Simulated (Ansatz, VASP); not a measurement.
# PtSe2 in VASP and in Ansatz

```xyz
3
Lattice="3.6681 0.0000 0.0000 -1.8341 3.1767 0.0000 0.0000 0.0000 4.9861" Properties=species:S:1:pos:R:3 pbc="T T T"
Pt    0.0000    0.0000    0.0000
Se    0.0000    2.1178    1.2465
Se    1.8341    1.0589    3.7396
```

Change from the starting cell: strain -0.015 along x and y, -0.015 along z, atoms carried along.

Alike in both runs: task single point; functional PBE; k mesh 12 × 12 × 10; occupations gaussian, width 0.15 eV; no spin polarisation.

|  | VASP | Ansatz |
| --- | --- | --- |
| version | VASP 6.6.1 | Ansatz 0.2.0 |
| potentials or method | VASP PAW PBE potentials, release 64 (Pt, Se), cutoff 520 eV | scalar-relativistic, plane waves, PAW |
| valence electrons in the cell | 22 | 50 |

Ansatz gave:

| Quantity | Value |
| --- | --- |
| gap on the k mesh at the Fermi level (eV) | none |
| pressure (GPa) | 14.6 |
| traceless stress, the component that is largest in VASP (GPa) | -3.06 |
| rms of the force components (eV/Å) | 0.563 |

Q: Estimate VASP's values.

A: gap on the k mesh at the Fermi level (eV): none; pressure (GPa): 14.7; traceless stress, the component that is largest in VASP (GPa): -3.08; rms of the force components (eV/Å): 0.567.

Atom by atom the forces differ by 0.005 eV/Å (rms over components). A gap of «none» marks a metal or a gap that the smearing closes. The functional is the same, so the differences come from potentials, cutoffs and numerics. VASP's potentials hold 22 valence electrons a cell and Ansatz's 50, so a difference there can come from the potentials and not from the codes.

Neither program's run includes spin-orbit coupling.
